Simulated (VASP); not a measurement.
# BaTiO3 (Barioperovskite) (Amm2) in VASP: a series of runs, part 2 of 4

VASP 6.6.1. Earlier steps stand in the parts before.

## (3) Single point, r2SCAN

This run uses another cell than the first one, of 12.35 Å³/atom, 1.021 times its volume.

The input, POSCAR:

```
BaTiO3
1.0
    3.9316352889      0.0000000000      0.0000000000
    0.0000000000      2.7985588135      2.8066973133
    0.0000000000     -2.7985588135      2.8066973133
Ba Ti O
1 1 3
Direct
    0.0000000000      0.0000000000      0.0000000000
    0.5000000000      0.5124000000      0.5124000000
    0.0000000000      0.4874000000      0.4874000000
    0.5000000000      0.5052400000      0.9918400000
    0.5000000000      0.9918400000      0.5052400000
```

The input, INCAR.step1:

```
PREC     = Accurate       # precision mode
ENCUT    = 520            # plane-wave cutoff, eV
ISMEAR   = 0              # smearing method
SIGMA    = 0.01           # smearing width, eV
LREAL    = F              # projectors in reciprocal space
LASPH    = T              # aspherical terms in the spheres
NELM     = 60             # most SCF steps
NBANDS   = 28             # bands
GGA      = PE             # functional
ALGO     = Normal         # electronic algorithm
EDIFF    = 1E-4           # SCF threshold, eV
LWAVE    = T              # write WAVECAR
LCHARG   = F              # write CHGCAR
```

The input, INCAR.step2:

```
PREC     = Accurate       # precision mode
ENCUT    = 520            # plane-wave cutoff, eV
EDIFF    = 1E-6           # SCF threshold, eV
ISMEAR   = 0              # smearing method
SIGMA    = 0.01           # smearing width, eV
LREAL    = F              # projectors in reciprocal space
LASPH    = T              # aspherical terms in the spheres
NELM     = 60             # most SCF steps
ALGO     = Normal         # electronic algorithm
ISIF     = 2              # what is computed and relaxed
LWAVE    = F              # write WAVECAR
LCHARG   = F              # write CHGCAR
METAGGA  = R2SCAN         # meta-GGA
LMIXTAU  = T            
NBANDS   = 28             # bands
ISTART   = 1
```

The input, KPOINTS:

```
Automatic mesh
0
Gamma
  6 6 6
```

Potentials or basis: VASP PAW PBE potentials, release 64 (Ba_sv, Ti_sv, O).

Launch:

```bash
> cat potpaw_PBE.64/Ba_sv/POTCAR potpaw_PBE.64/Ti_sv/POTCAR potpaw_PBE.64/O/POTCAR > POTCAR
> cp INCAR.step1 INCAR
> mpirun -np 1 vasp_std > vasp.out
> cp INCAR.step2 INCAR
> mpirun -np 1 vasp_std > vasp.out
```

OUTCAR:

```text
PREC = Accurate
   ENCUT = 520
   EDIFF = 1E-6
   ISMEAR = 0
   LREAL = F
   LASPH = T
   NELM = 60
   ISIF = 2
   METAGGA = R2SCAN
   ISTART = 1

 ion  position               nearest neighbor table
   1  0.000  0.000  0.000-   3 2.74   4 2.78   5 2.78   4 2.78   5 2.78   3 2.80   3 2.80   4 2.81
                             5 2.81   5 2.81   4 2.81   3 2.88   2 3.37   2 3.37   2 3.42   2 3.42
   2  0.500  0.512  0.512-   4 1.90   5 1.90   3 1.97   3 1.97   5 2.06   4 2.06   1 3.37   1 3.37
                             1 3.42   1 3.42   1 3.42   1 3.42   1 3.48   1 3.48
   3  0.000  0.487  0.487-   2 1.97   2 1.97   1 2.74   1 2.80   1 2.80   1 2.88
   4  0.500  0.505  0.992-   2 1.90   2 2.06   1 2.78   1 2.78   1 2.81   1 2.81
   5  0.500  0.992  0.505-   2 1.90   2 2.06   1 2.78   1 2.78   1 2.81   1 2.81

  LATTYP: Found a base centered orthorhombic cell.
 ALAT       =     5.5971176270
 B/A-ratio  =     1.0029081039
 C/A-ratio  =     0.7024392823

  Lattice vectors:

 A1 = (   0.0000000000,   2.7985588135,  -2.8066973133)
 A2 = (   0.0000000000,   2.7985588135,   2.8066973133)
 A3 = (   3.9316352889,   0.0000000000,   0.0000000000)

Analysis of symmetry for initial positions (statically):
=====================================================================
 Subroutine PRICEL returns:
 Original cell was already a primitive cell.

 Routine SETGRP: Setting up the symmetry group for a
 base centered orthorhombic supercell.

 Subroutine GETGRP returns: Found  4 space group operations
 (whereof  4 operations were pure point group operations)
 out of a pool of  8 trial point group operations.

The static configuration has the point symmetry C_2v.

Analysis of symmetry for dynamics (positions and initial velocities):
=====================================================================
 Subroutine PRICEL returns:
 Original cell was already a primitive cell.

 Routine SETGRP: Setting up the symmetry group for a
 base centered orthorhombic supercell.

 Subroutine GETGRP returns: Found  4 space group operations
 (whereof  4 operations were pure point group operations)
 out of a pool of  8 trial point group operations.

The dynamic configuration has the point symmetry C_2v.

 Subroutine INISYM returns: Found  4 space group operations
 (whereof  4 operations are pure point group operations),
 and found     1 'primitive' translations

----------------------------------------------------------------------------------------

                                     Primitive cell

  volume of cell :      61.7637

  direct lattice vectors                    reciprocal lattice vectors
     3.931635289  0.000000000  0.000000000     0.254347091  0.000000000  0.000000000
     0.000000000  2.798558814  2.806697313     0.000000000  0.178663388  0.178145323
     0.000000000 -2.798558814  2.806697313     0.000000000 -0.178663388  0.178145323

  length of vectors
     3.931635289  3.963518795  3.963518795     0.254347091  0.252302125  0.252302125

  position of ions in fractional coordinates (direct lattice)
     0.000000000  0.000000000  0.000000000
     0.500000000  0.512400000  0.512400000
     0.000000000  0.487400000  0.487400000
     0.500000000  0.505240000  0.991840000
     0.500000000  0.991840000  0.505240000
[... 28 lines left out ...]
     0.000000000  0.000000000  0.000000000

 Subroutine IBZKPT returns following result:
 ===========================================

 Found     52 irreducible k-points:

 Following reciprocal coordinates:
            Coordinates               Weight
  0.000000  0.000000  0.000000      1.000000
  0.166667  0.000000  0.000000      2.000000
  0.333333  0.000000  0.000000      2.000000
  0.500000  0.000000  0.000000      1.000000
  0.000000  0.166667  0.000000      4.000000
  0.166667  0.166667  0.000000      8.000000
[... 16 lines left out ...]
  0.333333  0.333333  0.166667      8.000000
  0.500000  0.333333  0.166667      4.000000
 [... further k-points ...]
   k-points           NKPTS =     52   k-points in BZ     NKDIM =     52   number of bands    NBANDS=     28
   number of dos      NEDOS =    301   number of ions     NIONS =      5
   total plane-waves  NPLWV =  27000
   dimension x,y,z NGX =    30 NGY =   30 NGZ =   30
   dimension x,y,z NGXF=    60 NGYF=   60 NGZF=   60
   ions per type =               1   1   3
   NGX,Y,Z   is equivalent  to a cutoff of  12.69, 12.58, 12.58 a.u.
   NGXF,Y,Z  is equivalent  to a cutoff of  25.37, 25.17, 25.17 a.u.
 SYSTEM =  unknown system
   PREC   = accura    normal or accurate (medium, high low for compatibility)
   ISTART =      1    job   : 0-new  1-cont  2-samecut
   ICHARG =      0    charge: 1-file 2-atom 10-const
   ISPIN  =      1    spin polarized calculation?
   LNONCOLLINEAR =      F non collinear calculations
   LSORBIT =      F    spin-orbit coupling
   LASPH  =      T    aspherical Exc in radial PAW
   ENCUT  =  520.0 eV  38.22 Ry    6.18 a.u.   7.31  7.37  7.37*2*pi/ulx,y,z
   NELM   =     60;   NELMIN=  2; NELMDL=  0     # of ELM steps
   EDIFF  = 0.1E-05   stopping-criterion for ELM
   LREAL  =      F    real-space projection
   EDIFFG = 0.1E-04   stopping-criterion for IOM
   NSW    =      0    number of steps for IOM
   IBRION =     -1    ionic relax: 0-MD 1-quasi-New 2-CG
   NFREE  =      0    steps in history (QN), initial steepest desc. (CG)
   ISIF   =      2    stress and relaxation
   ISYM   =      2    0-nonsym 1-usesym 2-fastsym
   POTIM  = 0.5000    time-step for ionic-motion
   TEBEG  =    0.0;   TEEND  =   0.0 temperature during run
   PSTRESS=    0.0 pullay stress
   NELECT =      40.0000    total number of electrons
   NUPDOWN=      -1.0000    fix difference up-down
   EMIN   =  10.00;   EMAX   =-10.00  energy-range for DOS
   EFERMI =   0.00;   METHOD = LEGACY
   ISMEAR =     0;   SIGMA  =   0.01  broadening in eV -4-tet -1-fermi 0-gaus
   EFERMI_NEDOS =   21; number of points for ismear=-14 and -15
   IALGO  =     38    algorithm
   IMIX   =      4    mixing-type and parameters
     AMIX     =   0.40;   BMIX     =  1.00
     AMIX_MAG =   1.60;   BMIX_MAG =  1.00
  volume/ion in A,a.u.               =      12.35        83.36
  Fermi-wavevector in a.u.,A,eV,Ry     =   1.416393  2.676595 27.295585  2.006169
  Thomas-Fermi vector in A             =   2.537732
   LORBIT       =      0    0 simple, 1 ext, 2 COOP (PROOUT), +10 PAW based schemes
   METAGGA = R2SCAN    functional components
   LHFCALC =     F    Hartree Fock is set to
   AEXX    =    0.0000 exact exchange contribution
   IVDW    =     0    specifies the selected vdW correction
   LEPSILON=     F    determine dielectric tensor
   LRPA    =     F    only Hartree local field effects (RPA)
 non-spin polarized calculation
 Gauss-broadening in eV      SIGMA  =   0.01
  energy-cutoff  :      520.00
  volume of cell :       61.76
 maximum number of plane-waves:      1703
 NGX is ok and might be reduce to    30
   NGX = 15   NGY = 15   NGZ = 15

 number of electron      40.0000002 magnetization

 Free energy of the ion-electron system (eV)
  ---------------------------------------------------
  ext. energy  EPLUGINS =         0.00000000
  ---------------------------------------------------
  free energy    TOTEN  =       -74.15079330 eV

  energy without entropy =      -74.15079330  energy(sigma->0) =      -74.15079330

 E-fermi :   3.9992     XC(G=0): -12.1290

 val. band max:        3.8237116227   @ k =   0.5000   0.5000   0.5000
 cond. band min:       6.1621621774   @ k =   0.0000   0.0000   0.0000
 fundamental gap:      2.3384505547
 Fermi energy:         3.9991691769

 k-point     1 :       0.0000    0.0000    0.0000
  band No.  band energies     occupation
      1     -54.7928      2.00000
      2     -29.9937      2.00000
      3     -29.9912      2.00000
      4     -29.9749      2.00000
      5     -21.5769      2.00000
      6     -14.1128      2.00000
[... 733 lines left out ...]
     27      12.8627      0.00000
     28      13.3417      0.00000

 [... further k-points ...]
[... 5 lines left out ...]
  --------------------------------------------------------------------------------------
  -------------------------------------------------------------------------------------
  Total        3.6116618      3.6590409      3.3763621      0.0000000      0.0000000      0.0000000
  in kB       93.6880968     94.9171312     87.5843198      0.0000000      0.0000000      0.0000000
  external PRESSURE =      92.0631826 kB  Pullay stress =       0.0000000 kB

 VOLUME and BASIS-vectors are now :
 -----------------------------------------------------------------------------
  energy-cutoff  :      520.00
  volume of cell :       61.76
      direct lattice vectors                 reciprocal lattice vectors
     3.931635289  0.000000000  0.000000000     0.254347091  0.000000000  0.000000000
     0.000000000  2.798558814  2.806697313     0.000000000  0.178663388  0.178145323
     0.000000000 -2.798558814  2.806697313     0.000000000 -0.178663388  0.178145323

 POSITION                                       TOTAL-FORCE (eV/Angst)
 -----------------------------------------------------------------------------------
      0.00000      0.00000      0.00000         0.000000      0.000000      0.170665
      1.96582      0.00000      2.87630         0.000000      0.000000     -0.116008
      0.00000      0.00000      2.73597         0.000000      0.000000      0.251250
      1.96582     -1.36178      4.20185         0.000000     -0.173093     -0.152954
      1.96582      1.36178      4.20185         0.000000      0.173093     -0.152954
 -----------------------------------------------------------------------------------
    total drift:                                0.000000      0.000001     -0.009630

  FREE ENERGIE OF THE ION-ELECTRON SYSTEM (eV)
  ---------------------------------------------------
  free  energy   TOTEN  =       -74.1507932967 eV

  energy  without entropy=      -74.1507932967  energy(sigma->0) =      -74.15079330
```

Wall time 4 min (1 thread of Intel Xeon 6975P-C, shared host); peak memory 0.24 GiB.

Results:

```yaml
Free_energy: -74.1508 eV
Pressure: 9.2 GPa
Largest_force: 0.251 eV/Å
Band_gap_on_the_k_mesh: 2.34 eV, indirect (least direct gap 2.52 eV)
```

Forces on the atoms (eV/Å):
```
Ba   0.000  0.000  0.171
Ti   0.000  0.000 -0.116
O    0.000  0.000  0.251
O    0.000 -0.173 -0.153
O    0.000  0.173 -0.153
```

Caveat: the PAW data sets were made with another functional, which shifts forces and pressure a little; spin-orbit coupling is left out, which moves the levels of the heavy elements. A k mesh can miss the band edges.

## (4) Single point, r2SCAN

This run uses another cell than the first one, of 12.61 Å³/atom, 1.043 times its volume.

Edit POSCAR of step 3 so:

```diff
@@ -2,5 +2,5 @@
 1.0
-    3.9316352889      0.0000000000      0.0000000000
-    0.0000000000      2.7985588135      2.8066973133
-    0.0000000000     -2.7985588135      2.8066973133
+    3.9587508719      0.0000000000      0.0000000000
+    0.0000000000      2.8178598290      2.8260544582
+    0.0000000000     -2.8178598290      2.8260544582
 Ba Ti O
```

The input, INCAR.step1:

```
  ALGO = Normal
  EDIFF = 1E-4
  ENCUT = 520
  GGA = PE
  ISMEAR = 0
  LASPH = T
  LCHARG = F
  LREAL = F
  LWAVE = T
  NBANDS = 28
  NELM = 100
  PREC = Accurate
  SIGMA = 0.01
```

The input, INCAR.step2:

```
  ALGO = Normal
  EDIFF = 1E-6
  ENCUT = 520
  ISIF = 2
  ISMEAR = 0
  ISTART = 1
  LASPH = T
  LCHARG = F
  LMIXTAU = T
  LREAL = F
  LWAVE = F
  METAGGA = R2SCAN
  NBANDS = 28
  NELM = 100
  PREC = Accurate
  SIGMA = 0.01
```

The input, KPOINTS:

```
k-points
0
Gamma
  6 6 6
```

Potentials or basis: VASP PAW PBE potentials, release 64 (Ba_sv, Ti_sv, O).

Launch:

```bash
> cat potpaw_PBE.64/Ba_sv/POTCAR potpaw_PBE.64/Ti_sv/POTCAR potpaw_PBE.64/O/POTCAR > POTCAR
> cp INCAR.step1 INCAR
> mpirun -np 1 vasp_std > vasp.out
> cp INCAR.step2 INCAR
> mpirun -np 1 vasp_std > vasp.out
```

OUTCAR:

```text
EDIFF = 1E-6
   ENCUT = 520
   ISIF = 2
   ISMEAR = 0
   ISTART = 1
   LASPH = T
   LREAL = F
   METAGGA = R2SCAN
   NELM = 100
   PREC = Accurate

 ion  position               nearest neighbor table
   1  0.000  0.000  0.000-   3 2.75   4 2.80   5 2.80   4 2.80   5 2.80   3 2.82   3 2.82   4 2.83
                             5 2.83   5 2.83   4 2.83   3 2.90   2 3.39   2 3.39   2 3.44   2 3.44
   2  0.500  0.512  0.512-   4 1.91   5 1.91   3 1.98   3 1.98   5 2.08   4 2.08   1 3.39   1 3.39
                             1 3.44   1 3.44   1 3.44   1 3.44   1 3.51   1 3.51
   3  0.000  0.487  0.487-   2 1.98   2 1.98   1 2.75   1 2.82   1 2.82   1 2.90
   4  0.500  0.505  0.992-   2 1.91   2 2.08   1 2.80   1 2.80   1 2.83   1 2.83
   5  0.500  0.992  0.505-   2 1.91   2 2.08   1 2.80   1 2.80   1 2.83   1 2.83

  LATTYP: Found a base centered orthorhombic cell.
 ALAT       =     5.6357196580
 B/A-ratio  =     1.0029081039
 C/A-ratio  =     0.7024392823

  Lattice vectors:

 A1 = (   0.0000000000,   2.8178598290,  -2.8260544582)
 A2 = (   0.0000000000,   2.8178598290,   2.8260544582)
 A3 = (   3.9587508719,   0.0000000000,   0.0000000000)

[... 175 lines left out ...]
  ext. energy  EPLUGINS =         0.00000000
  ---------------------------------------------------
  free energy    TOTEN  =       -74.20889230 eV

  energy without entropy =      -74.20889230  energy(sigma->0) =      -74.20889230

 E-fermi :   3.7406     XC(G=0): -12.0105

 val. band max:        3.6610246333   @ k =   0.5000   0.5000   0.5000
 cond. band min:       5.9499074042   @ k =   0.0000   0.0000   0.0000
 fundamental gap:      2.2888827709
 Fermi energy:         3.7405619432

 k-point     1 :       0.0000    0.0000    0.0000
  band No.  band energies     occupation
      1     -55.0545      2.00000
      2     -30.2409      2.00000
      3     -30.2391      2.00000
      4     -30.2233      2.00000
      5     -21.7824      2.00000
      6     -14.2340      2.00000
[... 733 lines left out ...]
     27      12.5822      0.00000
     28      13.0450      0.00000

 [... further k-points ...]
[... 5 lines left out ...]
  --------------------------------------------------------------------------------------
  -------------------------------------------------------------------------------------
  Total        1.9912763      2.0399254      1.7654944      0.0000000      0.0000000      0.0000000
  in kB       50.6004079     51.8366325     44.8630547      0.0000000      0.0000000      0.0000000
  external PRESSURE =      49.1000317 kB  Pullay stress =       0.0000000 kB

 VOLUME and BASIS-vectors are now :
 -----------------------------------------------------------------------------
  energy-cutoff  :      520.00
  volume of cell :       63.05
      direct lattice vectors                 reciprocal lattice vectors
     3.958750872  0.000000000  0.000000000     0.252604933  0.000000000  0.000000000
     0.000000000  2.817859829  2.826054458     0.000000000  0.177439628  0.176925111
     0.000000000 -2.817859829  2.826054458     0.000000000 -0.177439628  0.176925111

 POSITION                                       TOTAL-FORCE (eV/Angst)
 -----------------------------------------------------------------------------------
      0.00000      0.00000      0.00000         0.000000     -0.000000      0.166240
      1.97938      0.00000      2.89614         0.000000     -0.000000      0.003328
      0.00000      0.00000      2.75484         0.000000     -0.000000      0.260194
      1.97938     -1.37117      4.23083         0.000000     -0.090883     -0.214881
      1.97938      1.37117      4.23083         0.000000      0.090883     -0.214881
 -----------------------------------------------------------------------------------
    total drift:                                0.000000      0.000001     -0.005046

  FREE ENERGIE OF THE ION-ELECTRON SYSTEM (eV)
  ---------------------------------------------------
  free  energy   TOTEN  =       -74.2088923022 eV

  energy  without entropy=      -74.2088923022  energy(sigma->0) =      -74.20889230
```

OUTCAR.step1:

```text
EDIFF = 1E-4
   ENCUT = 520
   GGA = PE
   ISMEAR = 0
[... 981 lines left out ...]
      1.97938      0.00000      2.89614         0.000000      0.000000      0.042719
      0.00000      0.00000      2.75484         0.000000      0.000000      0.207058
      1.97938     -1.37117      4.23083         0.000000     -0.101516     -0.203666
      1.97938      1.37117      4.23083         0.000000      0.101516     -0.203666
 -----------------------------------------------------------------------------------
    total drift:                                0.000000      0.000001      0.000602

  FREE ENERGIE OF THE ION-ELECTRON SYSTEM (eV)
  ---------------------------------------------------
  free  energy   TOTEN  =       -39.9240057136 eV

  energy  without entropy=      -39.9240057136  energy(sigma->0) =      -39.92400571
```

Run time: 3.5 min. Hardware: 1 thread of Intel Xeon 6975P-C, shared host; peak memory 0.24 GiB.

What came out:

```
Free energy            : -74.2089 eV
Pressure               : 4.9 GPa
Largest force          : 0.260 eV/Å
Band gap on the k mesh : 2.29 eV, indirect (least direct gap 2.49 eV)
```

Forces in eV/Å, atoms in the order of the input:
```
Ba   0.000  0.000  0.166
Ti   0.000  0.000  0.003
O    0.000  0.000  0.260
O    0.000 -0.091 -0.215
O    0.000  0.091 -0.215
```

Caveat: the PAW data sets were made with another functional, which shifts forces and pressure a little; spin-orbit coupling is left out, which moves the levels of the heavy elements. A k mesh can miss the band edges.

(Continued in part 3 of 4.)
